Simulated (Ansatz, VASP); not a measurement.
# Two plane-wave programs on Al3InAs4

```
Al In As
1.0
     4.14237    0.00000    0.00000
     0.00000    4.14237    0.00000
     0.00000    0.00000   11.57926
Al In As
3 1 4
Direct
  0.50000 0.50000 0.25933
  0.00000 0.00000 0.50000
  0.50000 0.50000 0.74067
  0.00000 0.00000 0.00000
  0.50000 0.00000 0.14107
  0.00000 0.50000 0.37968
  0.50000 0.00000 0.62032
  0.00000 0.50000 0.85893
```

Alike in both runs: functional PBE; k mesh 4 × 4 × 2; occupations gaussian, width 0.1 eV; no spin polarisation.

Ansatz relaxed the structure, and its values are those at the end. VASP's run is a single point on that final structure, the one shown.

|  | VASP | Ansatz |
| --- | --- | --- |
| version | VASP 6.6.1 | Ansatz 0.2.0 |
| potentials or method | VASP PAW PBE potentials, release 64 (Al, In_d, As), cutoff 520 eV | scalar-relativistic, plane waves, PAW |
| valence electrons in the cell | 42 | 82 |

|  | VASP | Ansatz | Ansatz less VASP |
| --- | --- | --- | --- |
| gap on the k mesh at the Fermi level (eV) | 1.06 | 1.06 | -0.004 |
| least direct gap on the mesh (eV) | 1.06 | 1.06 | -0.004 |
| pressure (GPa) | 0.2 | 0.1 | -0.12 |
| rms of the force components (eV/Å) | 0.003 | 0.004 | +0.0010 |

The functional is the same, so the differences come from potentials, cutoffs and numerics. VASP's potentials hold 42 valence electrons a cell and Ansatz's 82, so a difference there can come from the potentials and not from the codes.
